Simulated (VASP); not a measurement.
TiO2, 6 atoms in the cell. Symmetry: P4_2/mnm, No. 136, tetragonal system. The conventional cell has a = 4.739 Å, b = 4.739 Å, c = 3.149 Å, α = 90.00°, β = 90.00°, γ = 90.00°. Ti (site symmetry mmm) has 6 O at 2.04 to 2.05 Å within 2.7 Å. O (site symmetry m2m) has 3 Ti at 2.04 to 2.05 Å and 1 O at 2.61 Å within 2.7 Å. 

| Quantity | Value |
| --- | --- |
| Program | VASP 6.6.1 |
| Task | single point |
| Functional | PBE |
| Potentials or basis | VASP PAW PBE potentials, release 64 (Ti_sv, O) |
| Cutoff | 520 eV |
| k mesh | 8 × 8 × 10 |
| Occupations | gaussian, width 0.05 eV |
| Spin | no spin polarisation |
| Dipole correction | no |
| Further INCAR settings | ALGO = Normal; EDIFF = 1e-07; NBANDS = 33 |

Potentials or basis: VASP PAW PBE potentials, release 64 (Ti_sv, O).

Command:

```sh
$ cat potpaw_PBE.64/Ti_sv/POTCAR potpaw_PBE.64/O/POTCAR > POTCAR
$ mpirun -np 1 vasp_std > vasp.out
```

Hardware: 1 thread of Intel Xeon 8259CL, with other jobs on the host.

**Question.** How long does it take, and how much memory?

**Answer.** Run time: 7.3 min on 1 thread of Intel Xeon 8259CL, on a shared host, peak memory 0.29 GiB. Counts: scf iterations 24, k points 90.
